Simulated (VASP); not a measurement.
# BN (P1) in VASP: single point with r2SCAN

Aim: the single point of BN with r2SCAN.

Program: VASP 6.6.1. These are calculated values, not measurements. Logs are shortened: lines on timing, memory, paths and dates and some standing lists are left out, and cuts for length are marked.

### 1 The cell of the first run

The typed cell holds 32 atoms: a = 5.088 Å, b = 5.088 Å, c = 8.416 Å, α = 90.00°, β = 90.00°, γ = 120.00°.

### 2 Single point, r2SCAN

Contents of POSCAR:

```
BN
1.0
    5.0879000026      0.0000000000      0.0000000000
   -2.5439500013      4.4062506542      0.0000000000
    0.0000000000      0.0000000000      8.4156306725
B N
16 16
Direct
    0.1580733724      0.3350476666     -0.0003137020
    0.3350605518      0.1741337614      0.2530721800
    0.1658236622      0.3268783628      0.4996389651
    0.3181407327      0.1593597494      0.7495602226
    0.1709262483      0.8517155048      0.0074847629
    0.3440438730      0.6721133754      0.2509708520
    0.1707222038      0.8308714795      0.5024925837
    0.3308996922      0.6594608950      0.7521959133
    0.6451302081      0.3279647740      0.0065227435
    0.8315405461      0.1722062723      0.2441101659
    0.6770094355      0.3272160649      0.4989975396
    0.8165795490      0.1623271248      0.7460210939
    0.6639690501      0.8329433090      0.0000255477
    0.8369309339      0.6710925528      0.2425005421
    0.6594537755      0.8231985161      0.5001518203
    0.8293311538      0.6621439017      0.7575353824
    0.1648646030      0.3376358080      0.1879886442
    0.3472793932      0.1684600034      0.4381199869
    0.1624350373      0.3281327172      0.6870199305
    0.3146897362      0.1645814224      0.9391710862
    0.1826373530      0.8376200742      0.1907980593
    0.3311408165      0.6593224553      0.4363700289
    0.1632750638      0.8260308561      0.6906750339
    0.3262925490      0.6720929499      0.9390827981
    0.6578328494      0.3280873272      0.1840138975
    0.8309962427      0.1532159773      0.4353790159
    0.6668022107      0.3386623043      0.6891970698
    0.8246949532      0.1626641461      0.9353035211
    0.6804494025      0.8421177757      0.1801226859
    0.8377345990      0.6660488089      0.4324513684
    0.6609036096      0.8289378627      0.6889722500
    0.8277592573      0.6595292070      0.9438128061
```

Contents of INCAR.step1:

```
SYSTEM = BN
PREC = Accurate
ENCUT = 520
ISMEAR = -1
SIGMA = 0.039
LREAL = Auto
LASPH = .True.
NELM = 100
NBANDS = 86
GGA = PE
ALGO = Normal
EDIFF = 1E-4
LWAVE = .True.
LCHARG = .False.
```

Contents of INCAR.step2:

```
SYSTEM = BN
PREC = Accurate
ENCUT = 520
EDIFF = 1E-6
ISMEAR = -1
SIGMA = 0.039
LREAL = Auto
LASPH = .True.
NELM = 100
ALGO = Normal
ISIF = 2
LWAVE = .False.
LCHARG = .False.
METAGGA = R2SCAN
LMIXTAU = .True.
NBANDS = 86
ISTART = 1
```

Contents of KPOINTS:

```
Automatic mesh
0
Gamma
  6 6 2
  0 0 0
```

Potentials or basis: VASP PAW PBE potentials, release 64 (B, N).

Launch:

```bash
$ cat potpaw_PBE.64/B/POTCAR potpaw_PBE.64/N/POTCAR > POTCAR
$ cp INCAR.step1 INCAR
$ mpirun -np 1 vasp_std > vasp.out
$ cp INCAR.step2 INCAR
$ mpirun -np 1 vasp_std > vasp.out
```

OUTCAR:

```text
SYSTEM = BN
   PREC = Accurate
   ENCUT = 520
   EDIFF = 1E-6
   ISMEAR = -1
   LREAL = Auto
   LASPH = .True.
   NELM = 100
   ISIF = 2
   METAGGA = R2SCAN
   ISTART = 1

 ion  position               nearest neighbor table
   1  0.158  0.335  1.000-  20 1.53  28 1.57  24 1.57  17 1.58
   2  0.335  0.174  0.253-  25 1.54  18 1.56  17 1.57  21 1.57
   3  0.166  0.327  0.500-  22 1.56  26 1.57  19 1.58  18 1.59
   4  0.318  0.159  0.750-  19 1.52  23 1.55  20 1.60  27 1.62
   5  0.171  0.852  0.007-  20 1.50  21 1.55  24 1.59  32 1.61
   6  0.344  0.672  0.251-  21 1.53  22 1.56  17 1.57  29 1.60
[... 24 lines left out ...]
  31  0.661  0.829  0.689-  12 1.55   8 1.55  16 1.59  15 1.59
  32  0.828  0.660  0.944-   9 1.56  13 1.56  16 1.57   5 1.61

  LATTYP: Found a hexagonal cell.
 ALAT       =     5.0879000026
 C/A-ratio  =     1.6540479703

  Lattice vectors:

 A1 = (   5.0879000026,   0.0000000000,   0.0000000000)
 A2 = (  -2.5439500013,   4.4062506542,   0.0000000000)
 A3 = (   0.0000000000,   0.0000000000,   8.4156306725)

Analysis of symmetry for initial positions (statically):
=====================================================================
 Subroutine PRICEL returns:
 Original cell was already a primitive cell.

 Routine SETGRP: Setting up the symmetry group for a
 hexagonal supercell.

 Subroutine GETGRP returns: Found  1 space group operations
 (whereof  1 operations were pure point group operations)
 out of a pool of 24 trial point group operations.

The static configuration has the point symmetry C_1 .

Analysis of symmetry for dynamics (positions and initial velocities):
=====================================================================
 Subroutine PRICEL returns:
 Original cell was already a primitive cell.

 Routine SETGRP: Setting up the symmetry group for a
 hexagonal supercell.

 Subroutine GETGRP returns: Found  1 space group operations
 (whereof  1 operations were pure point group operations)
 out of a pool of 24 trial point group operations.

The dynamic configuration has the point symmetry C_1 .

 Subroutine INISYM returns: Found  1 space group operations
 (whereof  1 operations are pure point group operations),
 and found     1 'primitive' translations

----------------------------------------------------------------------------------------

                                     Primitive cell

  volume of cell :     188.6663

  direct lattice vectors                    reciprocal lattice vectors
     5.087900003  0.000000000  0.000000000     0.196544743  0.113475160  0.000000000
    -2.543950001  4.406250654  0.000000000     0.000000000  0.226950321  0.000000000
     0.000000000  0.000000000  8.415630673     0.000000000  0.000000000  0.118826507

  length of vectors
     5.087900003  5.087900003  8.415630673     0.226950321  0.226950321  0.118826507

  position of ions in fractional coordinates (direct lattice)
     0.158073372  0.335047667  0.999686298
     0.335060552  0.174133761  0.253072180
     0.165823662  0.326878363  0.499638965
     0.318140733  0.159359749  0.749560223
     0.170926248  0.851715505  0.007484763
     0.344043873  0.672113375  0.250970852
[... 24 lines left out ...]
     0.660903610  0.828937863  0.688972250
     0.827759257  0.659529207  0.943812806

  ion indices of the primitive-cell ions
   primitive index   ion index
                 1           1
                 2           2
                 3           3
                 4           4
                 5           5
                 6           6
[... 24 lines left out ...]
                31          31
                32          32

----------------------------------------------------------------------------------------

 KPOINTS: Automatic mesh

Automatic generation of k-mesh.
 Grid dimensions read from file:
 generate k-points for:    6    6    2

 Generating k-lattice:

  Cartesian coordinates                     Fractional coordinates (reciprocal lattice)
     0.032757457  0.018912527  0.000000000     0.166666667  0.000000000  0.000000000
     0.000000000  0.037825053  0.000000000     0.000000000  0.166666667  0.000000000
     0.000000000  0.000000000  0.059413254     0.000000000  0.000000000  0.500000000

  Length of vectors
     0.037825053  0.037825053  0.059413254

  Shift w.r.t. Gamma in fractional coordinates (k-lattice)
     0.000000000  0.000000000  0.000000000

 Subroutine IBZKPT returns following result:
 ===========================================

 Found     40 irreducible k-points:

 Following reciprocal coordinates:
            Coordinates               Weight
  0.000000  0.000000  0.000000      1.000000
  0.166667  0.000000  0.000000      2.000000
  0.000000  0.166667  0.000000      2.000000
 -0.166667  0.166667  0.000000      2.000000
  0.333333  0.000000  0.000000      2.000000
  0.000000  0.333333  0.000000      2.000000
[... 16 lines left out ...]
  0.000000  0.166667  0.500000      2.000000
 -0.166667  0.166667  0.500000      2.000000
 [... further k-points ...]
   k-points           NKPTS =     40   k-points in BZ     NKDIM =     40   number of bands    NBANDS=     86
   number of dos      NEDOS =    301   number of ions     NIONS =     32
   total plane-waves  NPLWV = 102400
   dimension x,y,z NGX =    40 NGY =   40 NGZ =   64
   dimension x,y,z NGXF=    80 NGYF=   80 NGZF=  128
   ions per type =              16  16
   NGX,Y,Z   is equivalent  to a cutoff of  13.07, 13.07, 12.64 a.u.
   NGXF,Y,Z  is equivalent  to a cutoff of  26.14, 26.14, 25.29 a.u.
 SYSTEM =  BN
   PREC   = accura    normal or accurate (medium, high low for compatibility)
   ISTART =      1    job   : 0-new  1-cont  2-samecut
   ICHARG =      0    charge: 1-file 2-atom 10-const
   ISPIN  =      1    spin polarized calculation?
   LNONCOLLINEAR =      F non collinear calculations
   LSORBIT =      F    spin-orbit coupling
   LASPH  =      T    aspherical Exc in radial PAW
   ENCUT  =  520.0 eV  38.22 Ry    6.18 a.u.   9.46  9.46 15.65*2*pi/ulx,y,z
   NELM   =    100;   NELMIN=  2; NELMDL=  0     # of ELM steps
   EDIFF  = 0.1E-05   stopping-criterion for ELM
   LREAL  =      T    real-space projection
   EDIFFG = 0.1E-04   stopping-criterion for IOM
   NSW    =      0    number of steps for IOM
   IBRION =     -1    ionic relax: 0-MD 1-quasi-New 2-CG
   NFREE  =      0    steps in history (QN), initial steepest desc. (CG)
   ISIF   =      2    stress and relaxation
   ISYM   =      2    0-nonsym 1-usesym 2-fastsym
   POTIM  = 0.5000    time-step for ionic-motion
   TEBEG  =    0.0;   TEEND  =   0.0 temperature during run
   PSTRESS=    0.0 pullay stress
   NELECT =     128.0000    total number of electrons
   NUPDOWN=      -1.0000    fix difference up-down
   EMIN   =  10.00;   EMAX   =-10.00  energy-range for DOS
   EFERMI =   0.00;   METHOD = LEGACY
   ISMEAR =    -1;   SIGMA  =   0.04  broadening in eV -4-tet -1-fermi 0-gaus
   EFERMI_NEDOS =   21; number of points for ismear=-14 and -15
   IALGO  =     38    algorithm
   IMIX   =      4    mixing-type and parameters
     AMIX     =   0.40;   BMIX     =  1.00
     AMIX_MAG =   1.60;   BMIX_MAG =  1.00
  volume/ion in A,a.u.               =       5.90        39.79
  Fermi-wavevector in a.u.,A,eV,Ry     =   1.438512  2.718393 28.154745  2.069315
  Thomas-Fermi vector in A             =   2.557470
   LORBIT       =      0    0 simple, 1 ext, 2 COOP (PROOUT), +10 PAW based schemes
   METAGGA = R2SCAN    functional components
   LHFCALC =     F    Hartree Fock is set to
   AEXX    =    0.0000 exact exchange contribution
   IVDW    =     0    specifies the selected vdW correction
   LEPSILON=     F    determine dielectric tensor
   LRPA    =     F    only Hartree local field effects (RPA)
 non-spin polarized calculation
  energy-cutoff  :      520.00
  volume of cell :      188.67
 maximum number of plane-waves:      5120
 NGX is ok and might be reduce to    40
   NGX = 19   NGY = 19   NGZ = 31

 number of electron     127.9999996 magnetization

 Free energy of the ion-electron system (eV)
  ---------------------------------------------------
  ext. energy  EPLUGINS =         0.00000000
  ---------------------------------------------------
  free energy    TOTEN  =      -305.09539370 eV

  energy without entropy =     -305.09539370  energy(sigma->0) =     -305.09539370

 E-fermi :   8.3120     XC(G=0): -13.6468

 val. band max:        7.5485198775   @ k =   0.0000   0.0000   0.0000
 cond. band min:      13.0473657731   @ k =   0.3333   0.3333   0.0000
 fundamental gap:      5.4988458956
 Fermi energy:         8.3120397674

 k-point     1 :       0.0000    0.0000    0.0000
  band No.  band energies     occupation
      1     -14.0975      2.00000
      2     -12.6625      2.00000
      3     -12.4814      2.00000
      4     -10.0708      2.00000
      5     -10.0374      2.00000
      6      -9.8197      2.00000
[... 68 lines left out ...]
     75      15.9234      0.00000
     76      16.1657      0.00000

 k-point     2 :       0.1667    0.0000    0.0000
  band No.  band energies     occupation
      1     -13.9416      2.00000
      2     -12.5150      2.00000
      3     -12.3344      2.00000
      4     -10.6586      2.00000
      5     -10.1619      2.00000
      6      -9.9342      2.00000
[... 68 lines left out ...]
     75      15.8238      0.00000
     76      16.2086      0.00000

 k-point     3 :       0.0000    0.1667    0.0000
  band No.  band energies     occupation
      1     -13.9413      2.00000
      2     -12.5147      2.00000
      3     -12.3340      2.00000
      4     -10.6354      2.00000
      5     -10.1513      2.00000
      6     -10.0399      2.00000
[... 1648 lines left out ...]
     75      15.7542      0.00000
     76      15.8575      0.00000

 k-point    24 :      -0.1667    0.1667    0.5000
  band No.  band energies     occupation
      1     -13.6615      2.00000
      2     -13.4308      2.00000
      3     -10.8939      2.00000
      4     -10.7690      2.00000
      5     -10.4284      2.00000
      6     -10.1945      2.00000
[... 68 lines left out ...]
     75      15.7754      0.00000
     76      15.8692      0.00000

 [... further k-points ...]

 [bands above 76 left out]

------------------------ aborting loop because EDIFF is reached ----------------------------------------

  FORCE on cell =-STRESS in cart. coord.  units (eV):
  Direction    XX          YY          ZZ          XY          YZ          ZX
  --------------------------------------------------------------------------------------
  -------------------------------------------------------------------------------------
  Total        1.5499446      2.5759098      2.5201831     -0.5323002     -0.2944234      0.2957861
  in kB       13.1623167     21.8749362     21.4016987     -4.5203576     -2.5002792      2.5118508
  external PRESSURE =      18.8129839 kB  Pullay stress =       0.0000000 kB

 VOLUME and BASIS-vectors are now :
 -----------------------------------------------------------------------------
  energy-cutoff  :      520.00
  volume of cell :      188.67
      direct lattice vectors                 reciprocal lattice vectors
     5.087900003  0.000000000  0.000000000     0.196544743  0.113475160  0.000000000
    -2.543950001  4.406250654  0.000000000     0.000000000  0.226950321  0.000000000
     0.000000000  0.000000000  8.415630673     0.000000000  0.000000000  0.118826507

 POSITION                                       TOTAL-FORCE (eV/Angst)
 -----------------------------------------------------------------------------------
     -0.04808      1.47630      8.41299        -0.705272      0.414032     -0.015857
      1.26177      0.76728      2.12976         0.188365     -0.929091      0.057741
      0.01213      1.44031      4.20478         0.450308     -0.089983     -0.026910
      1.21327      0.70218      6.30802         0.996286      0.282994      0.238401
     -1.29707      3.75287      0.06299         0.283439     -2.747882     -0.993355
      0.04064      2.96150      2.11208        -0.324391     -0.395999     -0.349210
[... 24 lines left out ...]
      1.25384      3.65251      5.79814         0.173824     -0.109575     -0.349476
      2.53375      2.90605      7.94278        -0.622822      0.744118     -0.698282
 -----------------------------------------------------------------------------------
    total drift:                               -0.002743     -0.001912     -0.001450

  FREE ENERGIE OF THE ION-ELECTRON SYSTEM (eV)
  ---------------------------------------------------
  free  energy   TOTEN  =      -305.0953937006 eV

  energy  without entropy=     -305.0953937005  energy(sigma->0) =     -305.09539370
```

Wall time 61 min (1 thread of Oxide Virtual Turin-like, shared host); peak memory 0.55 GiB.

Results:

```
Free energy            : -305.0954 eV
Pressure               : 1.9 GPa
Largest force          : 2.936 eV/Å
Band gap on the k mesh : 5.50 eV
```

Forces in eV/Å, atoms in the order of the input:
```
B   -0.705  0.414 -0.016
B    0.188 -0.929  0.058
B    0.450 -0.090 -0.027
B    0.996  0.283  0.238
B    0.283 -2.748 -0.993
B   -0.324 -0.396 -0.349
B   -0.593 -0.060 -0.695
B   -0.658  0.472  0.144
B    1.734  0.206 -2.210
B    0.810 -0.657  0.996
B   -1.144  1.043  0.031
B    1.368  0.220  1.325
B   -0.177  0.078 -0.931
B    0.791 -0.065  1.439
B    0.961 -0.036 -0.158
B    0.129  0.264 -0.763
N    0.440  0.123 -0.102
N   -1.338 -0.479  0.284
N   -0.664 -0.133 -0.218
N    1.101  0.951 -0.295
N   -2.002  0.364 -0.514
N    0.221  0.299  0.421
N   -0.324  0.446 -0.529
N    0.863 -0.498 -0.040
N    0.263  1.293  1.241
N   -0.060  1.054  0.090
N   -0.474 -1.261 -0.487
N   -0.678  0.347  0.440
N   -1.006 -0.782  1.821
N   -0.003 -0.357  0.846
N    0.174 -0.110 -0.349
N   -0.623  0.744 -0.698
```

Stress tensor (GPa, compression positive):
```
 1.32 -0.45  0.25
-0.45  2.19 -0.25
 0.25 -0.25  2.14
```

Levels at points of the mesh, in eV from the valence-band top:
```
           k point  band 61  band 62  band 63  band 64  band 65  band 66  band 67  band 68
(0.00, 0.00, 0.00)    -1.11    -0.43    -0.11     0.00     6.71     6.80     6.92     7.01
(0.50, 0.00, 0.00)    -1.80    -1.73    -1.35    -1.19     6.59     6.70     7.70     7.74
(0.00, 0.50, 0.00)    -1.85    -1.78    -1.29    -1.11     6.54     6.64     7.70     7.79
(0.50, 0.50, 0.00)    -1.87    -1.74    -1.23    -1.19     6.57     6.64     7.68     7.77
(0.00, 0.00, 0.50)    -0.60    -0.50    -0.45    -0.26     6.84     6.95     7.06     7.09
(0.50, 0.00, 0.50)    -1.96    -1.88    -1.76    -1.57     7.44     7.48     7.57     7.65
(0.00, 0.50, 0.50)    -1.94    -1.77    -1.69    -1.51     7.48     7.51     7.57     7.63
(0.50, 0.50, 0.50)    -1.92    -1.79    -1.65    -1.60     7.36     7.58     7.61     7.67
```

Caveat: the atoms stand as in a frame of molecular dynamics; the structure was generated, so it needn't be the stable form of BN; the PAW data sets were made with another functional, which shifts forces and pressure a little. A k mesh can miss the band edges.
